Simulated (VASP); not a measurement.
# Ge (Cmmm) in VASP: a series of runs

Runs on Ge. Level: PBEsol. Tasks: single point.

All numbers are computed with VASP 6.6.1; they aren't measurements. Logs are shortened: lines on timing, memory, paths and dates and some standing lists are left out, and cuts for length are marked.

## Step 1: The cell of the first run

Symmetry: Cmmm, No. 65, orthorhombic system. Conventional cell: a = 2.744 Å, b = 5.107 Å, c = 2.649 Å, α = 90.00°, β = 90.00°, γ = 90.00°. Within 3.5 Å of Ge (site symmetry mmm) lie 8 Ge at 2.65 to 2.90 Å.

## Step 2: Single point, PBEsol

INCAR reads:

```
SYSTEM = Ge
  PREC = Accurate
  ENCUT = 520
  EDIFF = 1E-6
  ISMEAR = -1
  SIGMA = 0.1
  LREAL = .False.
  LASPH = .True.
  NELM = 60
  ALGO = Normal
  ISIF = 2
  LWAVE = .False.
  LCHARG = .False.
  GGA = PS
  NBANDS = 13
```

KPOINTS reads:

```
Automatic mesh
0
Gamma
  12 12 11
  0 0 0
```

POSCAR reads:

```
Ge
1.0
    1.3718556598     -2.5534374594      0.0000000000
    1.3718556598      2.5534374594      0.0000000000
    0.0000000000      0.0000000000      2.6493834722
Ge
1
Direct
    0.5000000000      0.5000000000      0.0000000000
```

Potentials or basis: VASP PAW PBE potentials, release 64 (Ge_d).

Launch:

```
> cat potpaw_PBE.64/Ge_d/POTCAR > POTCAR
> mpirun -np 1 vasp_std > vasp.out
```

OUTCAR:

```text
SYSTEM = Ge
   PREC = Accurate
   ENCUT = 520
   EDIFF = 1E-6
   ISMEAR = -1
   LREAL = .False.
   LASPH = .True.
   NELM = 60
   ISIF = 2
   GGA = PS

 ion  position               nearest neighbor table
   1  0.500  0.500  0.000-

  LATTYP: Found a base centered orthorhombic cell.
 ALAT       =     2.7437113196
 B/A-ratio  =     1.8613018368
 C/A-ratio  =     0.9656203454

  Lattice vectors:

 A1 = (   1.3718556598,  -2.5534374594,   0.0000000000)
 A2 = (   1.3718556598,   2.5534374594,   0.0000000000)
 A3 = (   0.0000000000,   0.0000000000,   2.6493834722)

Analysis of symmetry for initial positions (statically):
=====================================================================
 Subroutine PRICEL returns:
 Original cell was already a primitive cell.

 Routine SETGRP: Setting up the symmetry group for a
 base centered orthorhombic supercell.

 Subroutine GETGRP returns: Found  8 space group operations
 (whereof  8 operations were pure point group operations)
 out of a pool of  8 trial point group operations.

The static configuration has the point symmetry D_2h.

Analysis of symmetry for dynamics (positions and initial velocities):
=====================================================================
 Subroutine PRICEL returns:
 Original cell was already a primitive cell.

 Routine SETGRP: Setting up the symmetry group for a
 base centered orthorhombic supercell.

 Subroutine GETGRP returns: Found  8 space group operations
 (whereof  8 operations were pure point group operations)
 out of a pool of  8 trial point group operations.

The dynamic configuration has the point symmetry D_2h.

 Subroutine INISYM returns: Found  8 space group operations
 (whereof  8 operations are pure point group operations),
 and found     1 'primitive' translations

----------------------------------------------------------------------------------------

                                     Primitive cell

  volume of cell :      18.5613

  direct lattice vectors                    reciprocal lattice vectors
     1.371855660 -2.553437459  0.000000000     0.364469831 -0.195814469  0.000000000
     1.371855660  2.553437459  0.000000000     0.364469831  0.195814469  0.000000000
     0.000000000  0.000000000  2.649383472     0.000000000  0.000000000  0.377446304

  length of vectors
     2.898625676  2.898625676  2.649383472     0.413740938  0.413740938  0.377446304

  position of ions in fractional coordinates (direct lattice)
     0.500000000  0.500000000  0.000000000

  ion indices of the primitive-cell ions
   primitive index   ion index
                 1           1

[... 80 lines left out ...]
   TEBEG  =    0.0;   TEEND  =   0.0 temperature during run
   PSTRESS=    0.0 pullay stress
   NELECT =      14.0000    total number of electrons
   NUPDOWN=      -1.0000    fix difference up-down
   EMIN   =  10.00;   EMAX   =-10.00  energy-range for DOS
   EFERMI =   0.00;   METHOD = LEGACY
   ISMEAR =    -1;   SIGMA  =   0.10  broadening in eV -4-tet -1-fermi 0-gaus
   EFERMI_NEDOS =   21; number of points for ismear=-14 and -15
   IALGO  =     38    algorithm
   IMIX   =      4    mixing-type and parameters
     AMIX     =   0.40;   BMIX     =  1.00
     AMIX_MAG =   1.60;   BMIX_MAG =  1.00
  volume/ion in A,a.u.               =      18.56       125.26
  Fermi-wavevector in a.u.,A,eV,Ry     =   1.490212  2.816092 30.214886  2.220731
  Thomas-Fermi vector in A             =   2.603022
   LORBIT       =      0    0 simple, 1 ext, 2 COOP (PROOUT), +10 PAW based schemes
   GGA     = PS    functional components
   LHFCALC =     F    Hartree Fock is set to
   AEXX    =    0.0000 exact exchange contribution
   IVDW    =     0    specifies the selected vdW correction
   LEPSILON=     F    determine dielectric tensor
   LRPA    =     F    only Hartree local field effects (RPA)
 non-spin polarized calculation
  energy-cutoff  :      520.00
  volume of cell :       18.56
 maximum number of plane-waves:       509
 NGX is ok and might be reduce to    24
   NGX = 11   NGY = 11   NGZ =  9

 number of electron      13.9999988 magnetization

 Free energy of the ion-electron system (eV)
  ---------------------------------------------------
  ext. energy  EPLUGINS =         0.00000000
  ---------------------------------------------------
  free energy    TOTEN  =        -4.75132501 eV

  energy without entropy =       -4.73696993  energy(sigma->0) =       -4.74414747

 E-fermi :   6.6929     XC(G=0): -11.4625

 val. band max:        6.6884288862   @ k =  -0.2500   0.2500   0.0000
 cond. band min:       6.7126238880   @ k =   0.4167   0.3333   0.2727
 fundamental gap:      0.0241950018
 Fermi energy:         6.6929245969

 k-point     1 :       0.0000    0.0000    0.0000
  band No.  band energies     occupation
      1     -18.0491      2.00000
      2     -17.9710      2.00000
      3     -17.9115      2.00000
      4     -17.7947      2.00000
      5     -17.7751      2.00000
      6      -6.6649      2.00000
      7      13.6134      0.00000
      8      14.1818      0.00000
      9      15.7822      0.00000
     10      17.0721      0.00000
     11      19.5084      0.00000
     12      22.0451      0.00000
     13      22.2033      0.00000
[... 354 lines left out ...]
  band No.  band energies     occupation
      1     -17.9959      2.00000
      2     -17.9384      2.00000
      3     -17.8505      2.00000
      4     -17.8258      2.00000
      5     -17.8025      2.00000
      6      -3.5604      2.00000
      7       5.4051      1.99999
      8       7.2977      0.00472
      9      16.4126      0.00000
     10      19.7290      0.00000
     11      21.0125      0.00000
     12      26.2208      0.00000
     13      27.0483      0.00000

 [... further k-points ...]

------------------------ aborting loop because EDIFF is reached ----------------------------------------

  FORCE on cell =-STRESS in cart. coord.  units (eV):
  Direction    XX          YY          ZZ          XY          YZ          ZX
  --------------------------------------------------------------------------------------
  -------------------------------------------------------------------------------------
  Total        0.0891902     -0.3996268      0.0806530      0.0000000      0.0000000      0.0000000
  in kB        7.6987364    -34.4950485      6.9618192      0.0000000      0.0000000      0.0000000
  external PRESSURE =      -6.6114976 kB  Pullay stress =       0.0000000 kB

 VOLUME and BASIS-vectors are now :
 -----------------------------------------------------------------------------
  energy-cutoff  :      520.00
  volume of cell :       18.56
      direct lattice vectors                 reciprocal lattice vectors
     1.371855660 -2.553437459  0.000000000     0.364469831 -0.195814469  0.000000000
     1.371855660  2.553437459  0.000000000     0.364469831  0.195814469  0.000000000
     0.000000000  0.000000000  2.649383472     0.000000000  0.000000000  0.377446304

 POSITION                                       TOTAL-FORCE (eV/Angst)
 -----------------------------------------------------------------------------------
      1.37186      0.00000      0.00000         0.000000      0.000000      0.000000
 -----------------------------------------------------------------------------------
    total drift:                               -0.000000     -0.000000     -0.000000

  FREE ENERGIE OF THE ION-ELECTRON SYSTEM (eV)
  ---------------------------------------------------
  free  energy   TOTEN  =        -4.7513250095 eV

  energy  without entropy=       -4.7369699299  energy(sigma->0) =       -4.74414747
```

OSZICAR:

```text
N       E                     dE             d eps       ncg     rms          rms(c)
DAV:   1     0.627230669615E+02    0.62723E+02   -0.70747E+03  7295   0.296E+03
DAV:   2     0.685167033663E+00   -0.62038E+02   -0.59139E+02  7158   0.414E+02
DAV:   3    -0.470195178625E+01   -0.53871E+01   -0.53552E+01  7704   0.709E+01
DAV:   4    -0.477332312940E+01   -0.71371E-01   -0.71361E-01  7673   0.886E+00
DAV:   5    -0.477401051867E+01   -0.68739E-03   -0.68738E-03  7773   0.955E-01    0.148E+00
DAV:   6    -0.475767159530E+01    0.16339E-01   -0.13098E-02  8378   0.266E+00    0.804E-01
DAV:   7    -0.475159335369E+01    0.60782E-02   -0.73844E-03  8567   0.169E+00    0.931E-02
DAV:   8    -0.475132443210E+01    0.26892E-03   -0.78536E-04  8133   0.665E-01    0.307E-02
DAV:   9    -0.475132502935E+01   -0.59725E-06   -0.13845E-05  8489   0.513E-02    0.754E-03
DAV:  10    -0.475132500953E+01    0.19813E-07   -0.42482E-07  5509   0.963E-03
   1 F= -.47513250E+01 E0= -.47441475E+01  d E =-.143551E-01
```

Wall time 58 s (1 thread of AMD EPYC 7R13, shared host); peak memory 0.14 GiB.

What came out:

```
Free energy            : -4.7513 eV
Pressure               : -0.7 GPa
Band gap on the k mesh : zero (bands 7 and 8 overlap by 10.37 eV)
```

Caveat: the PAW data sets were made with another functional, which shifts forces and pressure a little.

(Continued in part 2 of 2.)
